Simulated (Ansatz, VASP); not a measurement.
**One calculation of SnSe, two programs**

```
Sn Se
1.0
     0.00000    3.01000    3.07020
     3.01000    0.00000    3.07020
     3.01000    3.01000    0.00000
Sn Se
1 1
Direct
  0.00000 0.00000 0.00000
  0.50000 0.50000 0.50000
```

Change from the starting cell: zz strain of +2 %, crystal datasets.

Alike in both runs: task electric field gradients; functional LDA; k mesh 9 × 9 × 9; occupations fermi-dirac, width 0.02 eV; no spin polarisation.

|  | VASP | Ansatz |
| --- | --- | --- |
| version | VASP 6.6.1 | Ansatz 0.2.0 |
| potentials or method | VASP PAW LDA potentials, release 64 (Sn_d, Se), cutoff 520 eV | all-electron PAW with datasets made for the crystal, scalar-relativistic |

Ansatz gave:

| Property | Result |
| --- | --- |
| pressure (GPa) | -4.1 |
| traceless stress, the component that is largest in VASP (GPa) | -1.26 |
| size of Vzz on the site where it differs most (V/Å²) | 28.7 |

Task: What did VASP give for the same quantities?

Result: Pressure (GPa): -4.0; traceless stress, the component that is largest in VASP (GPa): -1.28; size of Vzz on the site where it differs most (V/Å²): 27.8.

LDA's correlation is that of Perdew and Zunger in VASP and of Perdew and Wang (1992) in Ansatz. Ansatz ran all-electron here, and VASP with PAW potentials.
